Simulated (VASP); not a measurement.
Set up this calculation in VASP 6.6.1, as the native input.

* Task: single point
* Functional: PBEsol
* Dispersion: D3(BJ)
* Potentials or basis: VASP PAW PBE potentials, release 64 (Te, Pt)
* Cutoff: 520 eV
* k mesh: 6 × 6 × 6
* Occupations: gaussian, width 0.1 eV
* Spin: no spin polarisation
* Dipole correction: no
* Further INCAR settings: ALGO = Normal; EDIFF = 1e-07; NBANDS = 24

The structure of TePt (mix) lies in POSCAR:

```
TePt
1.0
    1.9815661262      1.1440577364      6.6610334788
   -1.9815661262      1.1440577364      6.6610334788
    0.0000000000     -2.2881154728      6.6610334788
Te Pt
2 2
Direct
    0.5980000000      0.5980000000      0.5980000000
    0.4020000000      0.4020000000      0.4020000000
    0.8703333333      0.8703333333      0.8703333333
    0.1296666667      0.1296666667      0.1296666667
```

These files were run (other wordings do the same):

INCAR

```
PREC = Accurate
ENCUT = 520
EDIFF = 1E-7
ISMEAR = 0
SIGMA = 0.1
LREAL = False
LASPH = True
NELM = 100
ALGO = Normal
ISIF = 2
LWAVE = False
LCHARG = True
GGA = PS
IVDW = 12
LELF = True
LVHAR = True
NBANDS = 24
```

KPOINTS

```
regular mesh
0
Gamma
  6 6 6
```

Potentials or basis: VASP PAW PBE potentials, release 64 (Te, Pt).

Command:

```bash
$ cat potpaw_PBE.64/Te/POTCAR potpaw_PBE.64/Pt/POTCAR > POTCAR
$ mpirun -np 1 vasp_std > vasp.out
```

It gave:

```json
{
 "Pressure": "-4.4 GPa",
 "Largest force": "0.223 eV/Å",
 "Band gap on the k mesh": "zero (band 16 reaches 9.55 eV, above the bottom of band 17 at 7.13 eV)",
 "Dispersion energy per atom": "-0.550 eV"
}
```

Caveat: the PAW data sets were made with another functional, which shifts forces and pressure a little; spin-orbit coupling is left out, which moves the levels of the heavy elements; pairwise dispersion overbinds metals, which lowers pressure and volume.

It took 2.3 min on 1 thread of AMD EPYC 9R45 96-Core Processor (Zen 5), on a shared host, peak memory 0.35 GiB.
